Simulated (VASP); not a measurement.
Wanted: the native input for a VASP 6.6.1 run.

* Task: single point
* Functional: PBEsol
* Potentials or basis: VASP PAW PBE potentials, release 64 (Sr_sv)
* Cutoff: 520 eV
* k mesh: 14 × 14 × 14
* Occupations: gaussian, width 0.15 eV
* Spin: no spin polarisation
* Dipole correction: no
* Further INCAR settings: ALGO = Fast; EDIFF = 1e-07; NBANDS = 11

The structure of Sr lies in POSCAR:

```
Sr
1.0
   -2.3522500000      2.3522500000      2.4613750000
    2.3522500000     -2.3522500000      2.4613750000
    2.3522500000      2.3522500000     -2.4613750000
Sr
1
Direct
    0.0000000000      0.0000000000      0.0000000000
```

This cell differs from its parent crystal: strain -0.030 along x and y, +0.015 along z.

These files were run (other wordings do the same):

INCAR

```
SYSTEM = Sr
PREC     = Accurate       ! precision mode
ENCUT    = 520            ! plane-wave cutoff, eV
EDIFF    = 1E-7           ! SCF threshold, eV
ISMEAR   = 0              ! smearing method
SIGMA    = 0.15           ! smearing width, eV
LREAL    = .FALSE.        ! projectors in reciprocal space
LASPH    = .TRUE.         ! aspherical terms in the spheres
NELM     = 100            ! most SCF steps
ALGO     = Fast           ! electronic algorithm
ISIF     = 2              ! what is computed and relaxed
LWAVE    = .FALSE.        ! write WAVECAR
LCHARG   = .FALSE.        ! write CHGCAR
GGA      = PS             ! functional
NBANDS   = 11             ! bands
```

KPOINTS

```
regular mesh
0
G
  14 14 14
  0 0 0
```

Potentials or basis: VASP PAW PBE potentials, release 64 (Sr_sv).

Command:

```sh
$ cat potpaw_PBE.64/Sr_sv/POTCAR > POTCAR
$ mpirun -np 1 vasp_std > vasp.out
```

It gave:

```json
{
 "Pressure": "-0.7 GPa",
 "Band gap on the k mesh": "zero (bands 5 and 6 overlap by 0.34 eV)"
}
```

Caveat: the cell differs from its parent crystal (strain -0.030 along x and y, +0.015 along z); the PAW data sets were made with another functional, which shifts forces and pressure a little.

It took 89 s on 1 thread of AMD EPYC 9R45 96-Core Processor (Zen 5), on a shared host, peak memory 0.25 GiB.
